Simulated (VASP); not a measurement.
AlCo: single point with PBEsol

AlCo:

```xyz
2
Lattice="3.0450 0.0000 0.0000 0.0000 3.0450 0.0000 0.0000 0.0000 3.0450" Properties=species:S:1:pos:R:3 pbc="T T T"
Al    0.0000    0.0000    0.0000
Co    1.5225    1.5225    1.5225
```

This cell differs from its parent crystal: strain +0.080 along x and y, +0.080 along z.

| Property | Result |
| --- | --- |
| Program | VASP 6.6.1 |
| Task | single point |
| Functional | PBEsol |
| Potentials or basis | VASP PAW PBE potentials, release 64 (Al, Co) |
| Cutoff | 520 eV |
| k mesh | 16 × 16 × 16 |
| Occupations | gaussian, width 0.15 eV |
| Spin | no spin polarisation |
| Dipole correction | no |
| Further INCAR settings | ALGO = Fast; EDIFF = 1e-06; NBANDS = 13 |

| Quantity | Value |
| --- | --- |
| Pressure | -27.0 GPa |
| Band gap on the k mesh | zero (band 6 reaches 10.39 eV, above the bottom of band 7 at 7.81 eV) |

Levels at points of the mesh, in eV from the Fermi level:
```
           k point  band 3  band 4  band 5  band 6  band 7  band 8  band 9  band 10
(0.00, 0.00, 0.00)   -2.16   -0.57   -0.57   -0.57    5.09    5.09    5.09     8.03
(0.50, 0.00, 0.00)   -1.74   -1.25   -1.25   -0.49    0.12    8.15    9.55     9.55
(0.50, 0.50, 0.00)   -2.21   -2.21   -1.06   -1.06   -0.17    1.90    2.47    10.67
(0.50, 0.50, 0.50)   -3.05   -0.14   -0.14    2.41    2.41    2.41    2.50     4.42
```

Run time: 92 s on 1 thread of AMD EPYC 7R13, on a shared host, peak memory 0.16 GiB.

Caveat: the cell differs from its parent crystal (strain +0.080 along x and y, +0.080 along z); the PAW data sets were made with another functional, which shifts forces and pressure a little. Spin polarisation is off, so any magnetic state and its effect on volume and gap are missing.
